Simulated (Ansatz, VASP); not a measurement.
## SiC in VASP and in Ansatz

```
CELL_PARAMETERS angstrom
0.00000 2.20066 2.20066
2.20066 0.00000 2.20066
2.24849 2.24849 -0.04783
ATOMIC_POSITIONS crystal
Si 0.00000 0.00000 0.00000
C 0.75000 0.75000 0.75000
```

Alike in both runs: task single point; functional PBE; k mesh 12 × 12 × 12; occupations gaussian, width 0.05 eV; no spin polarisation.

|  | VASP | Ansatz |
| --- | --- | --- |
| version | VASP 6.6.1 | Ansatz 0.2.0 |
| potentials or method | VASP PAW PBE potentials, release 64 (Si, C), cutoff 520 eV | scalar-relativistic, plane waves, PAW |
| valence electrons in the cell | 8 | 8 |

```tsv
	VASP	Ansatz	Ansatz less VASP
gap on the k mesh at the Fermi level (eV)	1.34	1.34	+0.003
least direct gap on the mesh (eV)	4.31	4.31	+0.003
pressure (GPa)	-8.8	-8.8	+0.02
traceless stress, the component that is largest in VASP (GPa)	-4.85	-4.83	+0.021
rms of the force components (eV/Å)	0.086	0.086	+0.0001
```

Atom by atom the forces differ by 0.000 eV/Å (rms over components).
